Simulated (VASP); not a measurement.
# Be4Ga2C (C2/m) in VASP: notebook, part 2 of 2

VASP 6.6.1. Earlier steps stand in the parts before.

### 3 Single point, PBE

File INCAR:

```
SYSTEM = Be4Ga2C
  ALGO = Normal
  EDIFF = 1E-7
  ENCUT = 520
  GGA = PE
  ISIF = 2
  ISMEAR = 0
  LASPH = .True.
  LCHARG = .False.
  LREAL = .False.
  LWAVE = .False.
  NBANDS = 28
  NELM = 100
  PREC = Accurate
  SIGMA = 0.1
```

File KPOINTS:

```
k-points
0
Gamma
  4 4 6
  0 0 0
```

File POSCAR:

```
Be4Ga2C
1.0
    3.0280014600     -4.1067216400      0.0000000000
    3.0280014600      4.1067216400      0.0000000000
   -0.2930795700      0.0000000000      3.0578287500
Be Ga C
4 2 1
Direct
    0.2417720000      0.2417720000      0.4642629900
    0.2367690100      0.7632309900      0.0000000000
    0.7582280000      0.7582280000      0.5357370100
    0.7632309900      0.2367690100      0.0000000000
    0.0000000000      0.5000000000      0.5000000000
    0.5000000000      0.0000000000      0.5000000000
    0.0000000000      0.0000000000      0.0000000000
```

Potentials or basis: VASP PAW PBE potentials, release 64 (Be, Ga_d, C).

Launch:

```bash
$ cat potpaw_PBE.64/Be/POTCAR potpaw_PBE.64/Ga_d/POTCAR potpaw_PBE.64/C/POTCAR > POTCAR
$ mpirun -np 1 vasp_std > vasp.out
```

OUTCAR:

```text
SYSTEM = Be4Ga2C
   EDIFF = 1E-7
   ENCUT = 520
   GGA = PE
   ISIF = 2
   ISMEAR = 0
   LASPH = .True.
   LREAL = .False.
   NELM = 100
   PREC = Accurate

 ion  position               nearest neighbor table
   1  0.242  0.242  0.464-   7 1.94   6 2.06   5 2.06
   2  0.237  0.763  0.000-   7 1.94   6 2.05   5 2.05   5 2.26   6 2.26
   3  0.758  0.758  0.536-   7 1.94   6 2.06   5 2.06
   4  0.763  0.237  0.000-   7 1.94   5 2.05   6 2.05   5 2.26   6 2.26
   5  0.000  0.500  0.500-   2 2.05   4 2.05   3 2.06   1 2.06   2 2.26   4 2.26
   6  0.500  0.000  0.500-   4 2.05   2 2.05   1 2.06   3 2.06   2 2.26   4 2.26
   7  0.000  0.000  0.000-   1 1.94   3 1.94   2 1.94   4 1.94

  LATTYP: Found a base centered monoclinic cell.
 ALAT       =     6.0560029200
 B/A-ratio  =     1.3562482364
 C/A-ratio  =     0.5072391612
 COS(beta)  =    -0.0954084179

  Lattice vectors:

 A1 = (   3.0280014600,  -4.1067216400,   0.0000000000)
 A2 = (   3.0280014600,   4.1067216400,   0.0000000000)
 A3 = (  -0.2930795700,   0.0000000000,   3.0578287500)

Analysis of symmetry for initial positions (statically):
=====================================================================
 Subroutine PRICEL returns:
 Original cell was already a primitive cell.

 Routine SETGRP: Setting up the symmetry group for a
 base centered monoclinic supercell.

 Subroutine GETGRP returns: Found  4 space group operations
 (whereof  4 operations were pure point group operations)
 out of a pool of  4 trial point group operations.

The static configuration has the point symmetry C_2h.

Analysis of symmetry for dynamics (positions and initial velocities):
=====================================================================
 Subroutine PRICEL returns:
 Original cell was already a primitive cell.

 Routine SETGRP: Setting up the symmetry group for a
 base centered monoclinic supercell.

 Subroutine GETGRP returns: Found  4 space group operations
 (whereof  4 operations were pure point group operations)
 out of a pool of  4 trial point group operations.

The dynamic configuration has the point symmetry C_2h.

 Subroutine INISYM returns: Found  4 space group operations
 (whereof  4 operations are pure point group operations),
 and found     1 'primitive' translations

----------------------------------------------------------------------------------------

                                     Primitive cell

  volume of cell :      76.0492

  direct lattice vectors                    reciprocal lattice vectors
     3.028001460 -4.106721640  0.000000000     0.165125416 -0.121751617  0.015826552
     3.028001460  4.106721640  0.000000000     0.165125416  0.121751617  0.015826552
    -0.293079570  0.000000000  3.057828750     0.000000000  0.000000000  0.327029432

  length of vectors
     5.102348035  5.102348035  3.071841841     0.205767682  0.205767682  0.327029432

  position of ions in fractional coordinates (direct lattice)
     0.241772000  0.241772000  0.464262990
     0.236769010  0.763230990  0.000000000
     0.758228000  0.758228000  0.535737010
     0.763230990  0.236769010  0.000000000
     1.000000000  0.500000000  0.500000000
     0.500000000  1.000000000  0.500000000
[... 42 lines left out ...]
  0.500000  0.000000  0.000000      2.000000
  0.250000  0.250000  0.000000      2.000000
  0.500000  0.250000  0.000000      4.000000
 -0.250000  0.250000  0.000000      2.000000
[... 16 lines left out ...]
  0.500000  0.250000  0.333333      4.000000
 -0.250000  0.250000  0.333333      4.000000
 [... further k-points ...]
   k-points           NKPTS =     34   k-points in BZ     NKDIM =     34   number of bands    NBANDS=     28
   number of dos      NEDOS =    301   number of ions     NIONS =      7
   total plane-waves  NPLWV =  38400
   dimension x,y,z NGX =    40 NGY =   40 NGZ =   24
   dimension x,y,z NGXF=    80 NGYF=   80 NGZF=   48
   ions per type =               4   2   1
   NGX,Y,Z   is equivalent  to a cutoff of  13.03, 13.03, 12.99 a.u.
   NGXF,Y,Z  is equivalent  to a cutoff of  26.07, 26.07, 25.98 a.u.
 SYSTEM =  Be4Ga2C
   PREC   = accura    normal or accurate (medium, high low for compatibility)
   ISTART =      0    job   : 0-new  1-cont  2-samecut
   ICHARG =      2    charge: 1-file 2-atom 10-const
   ISPIN  =      1    spin polarized calculation?
   LNONCOLLINEAR =      F non collinear calculations
   LSORBIT =      F    spin-orbit coupling
   LASPH  =      T    aspherical Exc in radial PAW
   ENCUT  =  520.0 eV  38.22 Ry    6.18 a.u.   9.49  9.49  5.71*2*pi/ulx,y,z
   NELM   =    100;   NELMIN=  2; NELMDL= -5     # of ELM steps
   EDIFF  = 0.1E-06   stopping-criterion for ELM
   LREAL  =      F    real-space projection
   EDIFFG = 0.1E-05   stopping-criterion for IOM
   NSW    =      0    number of steps for IOM
   IBRION =     -1    ionic relax: 0-MD 1-quasi-New 2-CG
   NFREE  =      0    steps in history (QN), initial steepest desc. (CG)
   ISIF   =      2    stress and relaxation
   ISYM   =      2    0-nonsym 1-usesym 2-fastsym
   POTIM  = 0.5000    time-step for ionic-motion
   TEBEG  =    0.0;   TEEND  =   0.0 temperature during run
   PSTRESS=    0.0 pullay stress
   NELECT =      38.0000    total number of electrons
   NUPDOWN=      -1.0000    fix difference up-down
   EMIN   =  10.00;   EMAX   =-10.00  energy-range for DOS
   EFERMI =   0.00;   METHOD = LEGACY
   ISMEAR =     0;   SIGMA  =   0.10  broadening in eV -4-tet -1-fermi 0-gaus
   EFERMI_NEDOS =   21; number of points for ismear=-14 and -15
   IALGO  =     38    algorithm
   IMIX   =      4    mixing-type and parameters
     AMIX     =   0.40;   BMIX     =  1.00
     AMIX_MAG =   1.60;   BMIX_MAG =  1.00
  volume/ion in A,a.u.               =      10.86        73.32
  Fermi-wavevector in a.u.,A,eV,Ry     =   1.299086  2.454916 22.961520  1.687624
  Thomas-Fermi vector in A             =   2.430372
   LORBIT       =      0    0 simple, 1 ext, 2 COOP (PROOUT), +10 PAW based schemes
   GGA     = PE    functional components
   LHFCALC =     F    Hartree Fock is set to
   AEXX    =    0.0000 exact exchange contribution
   IVDW    =     0    specifies the selected vdW correction
   LEPSILON=     F    determine dielectric tensor
   LRPA    =     F    only Hartree local field effects (RPA)
 non-spin polarized calculation
 Gauss-broadening in eV      SIGMA  =   0.10
  energy-cutoff  :      520.00
  volume of cell :       76.05
 maximum number of plane-waves:      2062
 NGX is ok and might be reduce to    40
   NGX = 19   NGY = 19   NGZ = 11

 number of electron      38.0000013 magnetization

 Free energy of the ion-electron system (eV)
  ---------------------------------------------------
  ext. energy  EPLUGINS =         0.00000000
  ---------------------------------------------------
  free energy    TOTEN  =       -21.29466228 eV

  energy without entropy =      -21.28196650  energy(sigma->0) =      -21.28831439

 E-fermi :   6.0802     XC(G=0): -10.8728

 val. band max:        6.0186316541   @ k =  -0.2500   0.0000   0.3333
 cond. band min:       6.0852286663   @ k =   0.5000   0.5000   0.3333
 fundamental gap:      0.0665970121
 Fermi energy:         6.0802403708

 k-point     1 :       0.0000    0.0000    0.0000
  band No.  band energies     occupation
      1      -9.3218      2.00000
      2      -9.3001      2.00000
      3      -9.2489      2.00000
      4      -9.2320      2.00000
      5      -9.1946      2.00000
      6      -9.0962      2.00000
[... 733 lines left out ...]
     27      12.8701      0.00000
     28      13.5011      0.00000

 [... further k-points ...]

------------------------ aborting loop because EDIFF is reached ----------------------------------------

  FORCE on cell =-STRESS in cart. coord.  units (eV):
  Direction    XX          YY          ZZ          XY          YZ          ZX
  --------------------------------------------------------------------------------------
  -------------------------------------------------------------------------------------
  Total        7.1329399     12.1188953     11.3610148      0.0000000      0.0000000      2.7659265
  in kB      150.2742770    255.3166358    239.3498750      0.0000000      0.0000000     58.2715704
  external PRESSURE =     214.9802626 kB  Pullay stress =       0.0000000 kB

 VOLUME and BASIS-vectors are now :
 -----------------------------------------------------------------------------
  energy-cutoff  :      520.00
  volume of cell :       76.05
      direct lattice vectors                 reciprocal lattice vectors
     3.028001460 -4.106721640  0.000000000     0.165125416 -0.121751617  0.015826552
     3.028001460  4.106721640  0.000000000     0.165125416  0.121751617  0.015826552
    -0.293079570  0.000000000  3.057828750     0.000000000  0.000000000  0.327029432

 POSITION                                       TOTAL-FORCE (eV/Angst)
 -----------------------------------------------------------------------------------
      1.32811      0.00000      1.41964        -1.832635     -0.000000     -0.486554
      3.02800      2.16203      0.00000        -0.000000      1.649762      0.000000
      4.43482      0.00000      1.63819         1.832635     -0.000000      0.486554
      3.02800     -2.16203      0.00000        -0.000000     -1.649762      0.000000
      1.36746      2.05336      1.52891        -0.000000     -0.000000      0.000000
      1.36746     -2.05336      1.52891        -0.000000     -0.000000      0.000000
      0.00000      0.00000      0.00000        -0.000000     -0.000000      0.000000
 -----------------------------------------------------------------------------------
    total drift:                                0.000000     -0.000000     -0.000000

  FREE ENERGIE OF THE ION-ELECTRON SYSTEM (eV)
  ---------------------------------------------------
  free  energy   TOTEN  =       -21.2946622831 eV

  energy  without entropy=      -21.2819664980  energy(sigma->0) =      -21.28831439
```

Wall time 66 s (1 thread of Intel Xeon Platinum 8259CL at 2.50GHz (Skylake/Cascade Lake), shared host); peak memory 0.22 GiB.

Results:

| Property | Result |
| --- | --- |
| Free energy | -21.2947 eV |
| Pressure | 21.5 GPa |
| Largest force | 1.896 eV/Å |
| Band gap on the k mesh | zero (band 19 reaches 7.31 eV, above the bottom of band 20 at 4.66 eV) |

Forces in eV/Å, atoms in the order of the input:
```
Be  -1.833  0.000 -0.487
Be   0.000  1.650  0.000
Be   1.833  0.000  0.487
Be   0.000 -1.650  0.000
Ga   0.000  0.000  0.000
Ga   0.000  0.000  0.000
C    0.000  0.000  0.000
```

Caveat: forces of over 1 eV/Å act on the atoms, so gaps and moduli don't describe the material at rest.
